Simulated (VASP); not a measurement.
# Mg2Cl (Pnnm) in VASP: single point with PBE

Aim: the single point of Mg2Cl with PBE.

All numbers are computed with VASP 6.6.1; they aren't measurements. Logs are shortened: lines on timing, memory, paths and dates and some standing lists are left out, and cuts for length are marked.

## Step 1: The cell of the first run

The typed cell holds 6 atoms: a = 3.633 Å, b = 11.824 Å, c = 3.409 Å, α = 90.00°, β = 90.00°, γ = 90.00°.

## Step 2: Single point, PBE

File INCAR:

```
SYSTEM = Mg2Cl
ALGO = Normal
EDIFF = 1E-6
ENCUT = 520
GGA = PE
ISIF = 2
ISMEAR = 0
LASPH = .TRUE.
LCHARG = .TRUE.
LELF = .TRUE.
LREAL = .FALSE.
LVHAR = .TRUE.
LWAVE = .FALSE.
NBANDS = 20
NELM = 60
PREC = Accurate
SIGMA = 0.1
```

File KPOINTS:

```
k-points
0
G
  8 6 12
  0 0 0
```

File POSCAR:

```
Mg2Cl
1.0
    3.6334565756      0.0000000000      0.0000000000
    0.0000000000     11.8242962529      0.0000000000
    0.0000000000      0.0000000000      3.4093318372
Mg Cl
4 2
Direct
   -0.0011704079      0.8259451778      0.5000000000
    0.4988295921      0.6740548222      0.0000000000
    1.0011704079      0.1740548222      0.5000000000
    0.5011704079      0.3259451778      0.0000000000
    0.5000000000      0.5000000000      0.5000000000
    0.0000000000      0.0000000000      0.0000000000
```

Potentials or basis: VASP PAW PBE potentials, release 64 (Mg, Cl).

Launch:

```sh
cat potpaw_PBE.64/Mg/POTCAR potpaw_PBE.64/Cl/POTCAR > POTCAR
mpirun -np 1 vasp_std > vasp.out
```

OUTCAR:

```text
SYSTEM = Mg2Cl
   EDIFF = 1E-6
   ENCUT = 520
   GGA = PE
   ISIF = 2
   ISMEAR = 0
   LASPH = .TRUE.
   LREAL = .FALSE.
   NELM = 60
   PREC = Accurate

 ion  position               nearest neighbor table
   1  0.999  0.826  0.500-   6 2.67   6 2.67   2 3.07   2 3.07   2 3.07   2 3.07
   2  0.499  0.674  0.000-   5 2.67   5 2.67   1 3.07   1 3.07   1 3.07   1 3.07
   3  0.001  0.174  0.500-   6 2.67   6 2.67   4 3.07   4 3.07   4 3.07   4 3.07
   4  0.501  0.326  0.000-   5 2.67   5 2.67   3 3.07   3 3.07   3 3.07   3 3.07
   5  0.500  0.500  0.500-   2 2.67   4 2.67   2 2.67   4 2.67
   6  0.000  0.000  0.000-   1 2.67   3 2.67   1 2.67   3 2.67

  LATTYP: Found a simple orthorhombic cell.
 ALAT       =     3.4093318372
 B/A-ratio  =     1.0657386107
 C/A-ratio  =     3.4682151276

  Lattice vectors:

 A1 = (   0.0000000000,   0.0000000000,   3.4093318372)
 A2 = (   3.6334565756,   0.0000000000,   0.0000000000)
 A3 = (   0.0000000000,  11.8242962529,   0.0000000000)

Analysis of symmetry for initial positions (statically):
=====================================================================
 Subroutine PRICEL returns:
 Original cell was already a primitive cell.

 Routine SETGRP: Setting up the symmetry group for a
 simple orthorhombic supercell.

 Subroutine GETGRP returns: Found  8 space group operations
 (whereof  4 operations were pure point group operations)
 out of a pool of  8 trial point group operations.

The static configuration has the point symmetry C_2h.
 The point group associated with its full space group is D_2h.

Analysis of symmetry for dynamics (positions and initial velocities):
=====================================================================
 Subroutine PRICEL returns:
 Original cell was already a primitive cell.

 Routine SETGRP: Setting up the symmetry group for a
 simple orthorhombic supercell.

 Subroutine GETGRP returns: Found  8 space group operations
 (whereof  4 operations were pure point group operations)
 out of a pool of  8 trial point group operations.

The dynamic configuration has the point symmetry C_2h.
 The point group associated with its full space group is D_2h.

 Subroutine INISYM returns: Found  8 space group operations
 (whereof  4 operations are pure point group operations),
 and found     1 'primitive' translations

----------------------------------------------------------------------------------------

                                     Primitive cell

  volume of cell :     146.4754

  direct lattice vectors                    reciprocal lattice vectors
     3.633456576  0.000000000  0.000000000     0.275220022  0.000000000  0.000000000
     0.000000000 11.824296253  0.000000000     0.000000000  0.084571629  0.000000000
     0.000000000  0.000000000  3.409331837     0.000000000  0.000000000  0.293312604

  length of vectors
     3.633456576 11.824296253  3.409331837     0.275220022  0.084571629  0.293312604

  position of ions in fractional coordinates (direct lattice)
     0.998829592  0.825945178  0.500000000
     0.498829592  0.674054822  0.000000000
     0.001170408  0.174054822  0.500000000
     0.501170408  0.325945178  0.000000000
     0.500000000  0.500000000  0.500000000
     0.000000000  0.000000000  0.000000000

  ion indices of the primitive-cell ions
   primitive index   ion index
                 1           1
                 2           2
                 3           3
                 4           4
                 5           5
                 6           6

----------------------------------------------------------------------------------------

 KPOINTS: k-points

Automatic generation of k-mesh.
 Grid dimensions read from file:
 generate k-points for:    8    6   12

 Generating k-lattice:

  Cartesian coordinates                     Fractional coordinates (reciprocal lattice)
     0.034402503  0.000000000  0.000000000     0.125000000  0.000000000  0.000000000
     0.000000000  0.014095272  0.000000000     0.000000000  0.166666667  0.000000000
     0.000000000  0.000000000  0.024442717     0.000000000  0.000000000  0.083333333

  Length of vectors
     0.034402503  0.014095272  0.024442717

  Shift w.r.t. Gamma in fractional coordinates (k-lattice)
     0.000000000  0.000000000  0.000000000

 Subroutine IBZKPT returns following result:
 ===========================================

 Found    140 irreducible k-points:

 Following reciprocal coordinates:
            Coordinates               Weight
  0.000000  0.000000  0.000000      1.000000
  0.125000  0.000000  0.000000      2.000000
  0.250000  0.000000  0.000000      2.000000
  0.375000  0.000000  0.000000      2.000000
  0.500000  0.000000  0.000000      1.000000
  0.000000  0.166667  0.000000      2.000000
[... 16 lines left out ...]
  0.250000  0.000000  0.083333      4.000000
  0.375000  0.000000  0.083333      4.000000
 [... further k-points ...]
   k-points           NKPTS =    140   k-points in BZ     NKDIM =    140   number of bands    NBANDS=     20
   number of dos      NEDOS =    301   number of ions     NIONS =      6
   total plane-waves  NPLWV =  70560
   dimension x,y,z NGX =    28 NGY =   90 NGZ =   28
   dimension x,y,z NGXF=    56 NGYF=  180 NGZF=   56
   ions per type =               4   2
   NGX,Y,Z   is equivalent  to a cutoff of  12.81, 12.65, 13.65 a.u.
   NGXF,Y,Z  is equivalent  to a cutoff of  25.62, 25.31, 27.31 a.u.
 SYSTEM =  Mg2Cl
   PREC   = accura    normal or accurate (medium, high low for compatibility)
   ISTART =      0    job   : 0-new  1-cont  2-samecut
   ICHARG =      2    charge: 1-file 2-atom 10-const
   ISPIN  =      1    spin polarized calculation?
   LNONCOLLINEAR =      F non collinear calculations
   LSORBIT =      F    spin-orbit coupling
   LASPH  =      T    aspherical Exc in radial PAW
   ENCUT  =  520.0 eV  38.22 Ry    6.18 a.u.   6.76 21.99  6.34*2*pi/ulx,y,z
   NELM   =     60;   NELMIN=  2; NELMDL= -5     # of ELM steps
   EDIFF  = 0.1E-05   stopping-criterion for ELM
   LREAL  =      F    real-space projection
   EDIFFG = 0.1E-04   stopping-criterion for IOM
   NSW    =      0    number of steps for IOM
   IBRION =     -1    ionic relax: 0-MD 1-quasi-New 2-CG
   NFREE  =      0    steps in history (QN), initial steepest desc. (CG)
   ISIF   =      2    stress and relaxation
   ISYM   =      2    0-nonsym 1-usesym 2-fastsym
   POTIM  = 0.5000    time-step for ionic-motion
   TEBEG  =    0.0;   TEEND  =   0.0 temperature during run
   PSTRESS=    0.0 pullay stress
   NELECT =      22.0000    total number of electrons
   NUPDOWN=      -1.0000    fix difference up-down
   EMIN   =  10.00;   EMAX   =-10.00  energy-range for DOS
   EFERMI =   0.00;   METHOD = LEGACY
   ISMEAR =     0;   SIGMA  =   0.10  broadening in eV -4-tet -1-fermi 0-gaus
   EFERMI_NEDOS =   21; number of points for ismear=-14 and -15
   IALGO  =     38    algorithm
   IMIX   =      4    mixing-type and parameters
     AMIX     =   0.40;   BMIX     =  1.00
     AMIX_MAG =   1.60;   BMIX_MAG =  1.00
  volume/ion in A,a.u.               =      24.41       164.74
  Fermi-wavevector in a.u.,A,eV,Ry     =   0.870217  1.644472 10.303387  0.757278
  Thomas-Fermi vector in A             =   1.989151
   LORBIT       =      0    0 simple, 1 ext, 2 COOP (PROOUT), +10 PAW based schemes
   GGA     = PE    functional components
   LHFCALC =     F    Hartree Fock is set to
   AEXX    =    0.0000 exact exchange contribution
   IVDW    =     0    specifies the selected vdW correction
   LEPSILON=     F    determine dielectric tensor
   LRPA    =     F    only Hartree local field effects (RPA)
 non-spin polarized calculation
 Gauss-broadening in eV      SIGMA  =   0.10
  energy-cutoff  :      520.00
  volume of cell :      146.48
 maximum number of plane-waves:      3982
 NGX is ok and might be reduce to    28
   NGX = 13   NGY = 43   NGZ = 13

 number of electron      21.9999996 magnetization

 Free energy of the ion-electron system (eV)
  ---------------------------------------------------
  ext. energy  EPLUGINS =         0.00000000
  ---------------------------------------------------
  free energy    TOTEN  =       -13.59822045 eV

  energy without entropy =      -13.59262020  energy(sigma->0) =      -13.59542033

 E-fermi :   3.2540     XC(G=0):  -8.2600

 val. band max:        3.2481526228   @ k =   0.1250   0.3333   0.0000
 cond. band min:       3.2545532394   @ k =   0.3750   0.1667   0.4167
 fundamental gap:      0.0064006166
 Fermi energy:         3.2539704059

 k-point     1 :       0.0000    0.0000    0.0000
  band No.  band energies     occupation
      1     -14.1674      2.00000
      2     -14.1610      2.00000
      3      -4.2360      2.00000
      4      -3.5517      2.00000
      5      -2.0690      2.00000
      6      -1.2867      2.00000
[... 12 lines left out ...]
     19       8.8979      0.00000
     20       9.1448      0.00000

 k-point     2 :       0.1250    0.0000    0.0000
  band No.  band energies     occupation
      1     -14.1397      2.00000
      2     -14.1337      2.00000
      3      -4.1337      2.00000
      4      -3.4976      2.00000
      5      -2.0244      2.00000
      6      -1.4371      2.00000
[... 12 lines left out ...]
     19       9.0396      0.00000
     20       9.4962      0.00000

 k-point     3 :       0.2500    0.0000    0.0000
  band No.  band energies     occupation
      1     -14.0713      2.00000
      2     -14.0667      2.00000
      3      -3.8592      2.00000
      4      -3.3658      2.00000
      5      -2.2728      2.00000
      6      -2.0849      2.00000
[... 12 lines left out ...]
     19       9.4586      0.00000
     20      10.2083      0.00000

 k-point     4 :       0.3750    0.0000    0.0000
  band No.  band energies     occupation
      1     -14.0002      2.00000
      2     -13.9978      2.00000
      3      -3.5188      2.00000
      4      -3.2494      2.00000
      5      -2.6962      2.00000
      6      -2.6325      2.00000
[... 12 lines left out ...]
     19      10.1244      0.00000
     20      10.2874      0.00000

 k-point     5 :       0.5000    0.0000    0.0000
  band No.  band energies     occupation
      1     -13.9693      2.00000
      2     -13.9693      2.00000
      3      -3.2801      2.00000
      4      -3.2801      2.00000
      5      -2.8552      2.00000
      6      -2.8552      2.00000
[... 12 lines left out ...]
     19      10.2466      0.00000
     20      10.2466      0.00000

 k-point     6 :       0.0000    0.1667    0.0000
  band No.  band energies     occupation
      1     -14.1670      2.00000
      2     -14.1614      2.00000
      3      -4.2048      2.00000
      4      -3.6270      2.00000
      5      -1.9453      2.00000
      6      -1.2865      2.00000
[... 12 lines left out ...]
     19       8.9303      0.00000
     20       9.0592      0.00000

 k-point     7 :       0.1250    0.1667    0.0000
  band No.  band energies     occupation
      1     -14.1393      2.00000
      2     -14.1342      2.00000
      3      -4.1040      2.00000
      4      -3.5651      2.00000
      5      -1.9272      2.00000
      6      -1.4425      2.00000
[... 12 lines left out ...]
     19       9.0715      0.00000
     20       9.5603      0.00000
[... 277 lines left out ...]
 k-point    20 :       0.5000    0.5000    0.0000
  band No.  band energies     occupation
      1     -13.9693      2.00000
      2     -13.9693      2.00000
      3      -3.2940      2.00000
      4      -3.2940      2.00000
      5      -2.8319      2.00000
      6      -2.8319      2.00000
[... 12 lines left out ...]
     19      10.3146      0.00000
     20      10.3146      0.00000

 k-point    21 :       0.0000    0.0000    0.0833
  band No.  band energies     occupation
      1     -14.1423      2.00000
      2     -14.1360      2.00000
      3      -4.1742      2.00000
      4      -3.5100      2.00000
      5      -2.0783      2.00000
      6      -1.5458      2.00000
[... 12 lines left out ...]
     19       8.8390      0.00000
     20       8.9723      0.00000

 k-point    22 :       0.1250    0.0000    0.0833
  band No.  band energies     occupation
      1     -14.1148      2.00000
      2     -14.1090      2.00000
      3      -4.0735      2.00000
      4      -3.4566      2.00000
      5      -2.0330      2.00000
      6      -1.5415      2.00000
[... 12 lines left out ...]
     19       8.9891      0.00000
     20       9.1738      0.00000

 k-point    23 :       0.2500    0.0000    0.0833
  band No.  band energies     occupation
      1     -14.0468      2.00000
      2     -14.0424      2.00000
      3      -3.8040      2.00000
      4      -3.3267      2.00000
      5      -2.2446      2.00000
      6      -2.0568      2.00000
[... 12 lines left out ...]
     19       8.2965      0.00000
     20       9.5537      0.00000

 k-point    24 :       0.3750    0.0000    0.0833
  band No.  band energies     occupation
      1     -13.9764      2.00000
      2     -13.9740      2.00000
      3      -3.4714      2.00000
      4      -3.2116      2.00000
      5      -2.6568      2.00000
      6      -2.5945      2.00000
[... 12 lines left out ...]
     19       8.9672      0.00000
     20       9.5491      0.00000

 [... further k-points ...]

------------------------ aborting loop because EDIFF is reached ----------------------------------------

  FORCE on cell =-STRESS in cart. coord.  units (eV):
  Direction    XX          YY          ZZ          XY          YZ          ZX
  --------------------------------------------------------------------------------------
  -------------------------------------------------------------------------------------
  Total       -0.0905097     -0.1319803     -0.1473089     -0.0000000      0.0000000      0.0000000
  in kB       -0.9900135     -1.4436280     -1.6112945     -0.0000000      0.0000000      0.0000000
  external PRESSURE =      -1.3483120 kB  Pullay stress =       0.0000000 kB

 VOLUME and BASIS-vectors are now :
 -----------------------------------------------------------------------------
  energy-cutoff  :      520.00
  volume of cell :      146.48
      direct lattice vectors                 reciprocal lattice vectors
     3.633456576  0.000000000  0.000000000     0.275220022  0.000000000  0.000000000
     0.000000000 11.824296253  0.000000000     0.000000000  0.084571629  0.000000000
     0.000000000  0.000000000  3.409331837     0.000000000  0.000000000  0.293312604

 POSITION                                       TOTAL-FORCE (eV/Angst)
 -----------------------------------------------------------------------------------
      3.62920      9.76622      1.70467         0.000883     -0.007687      0.000000
      1.81248      7.97022      0.00000         0.000883      0.007687      0.000000
      0.00425      2.05808      1.70467        -0.000883      0.007687      0.000000
      1.82098      3.85407      0.00000        -0.000883     -0.007687      0.000000
      1.81673      5.91215      1.70467         0.000000      0.000000      0.000000
      0.00000      0.00000      0.00000         0.000000      0.000000      0.000000
 -----------------------------------------------------------------------------------
    total drift:                               -0.000000      0.000000      0.000000

  FREE ENERGIE OF THE ION-ELECTRON SYSTEM (eV)
  ---------------------------------------------------
  free  energy   TOTEN  =       -13.5982204534 eV

  energy  without entropy=      -13.5926202005  energy(sigma->0) =      -13.59542033
```

Wall time 10 min (1 thread of Intel Xeon 8259CL, shared host); peak memory 0.49 GiB.

Results:

| Item | Value |
| --- | --- |
| Free energy | -13.5982 eV |
| Pressure | -0.1 GPa |
| Largest force | 0.008 eV/Å |
| Band gap on the k mesh | zero (bands 11 and 12 overlap by 3.16 eV) |

Forces in eV/Å, atoms in the order of the input:
```
Mg   0.001 -0.008  0.000
Mg   0.001  0.008  0.000
Mg  -0.001  0.008  0.000
Mg  -0.001 -0.008  0.000
Cl   0.000  0.000  0.000
Cl   0.000  0.000  0.000
```
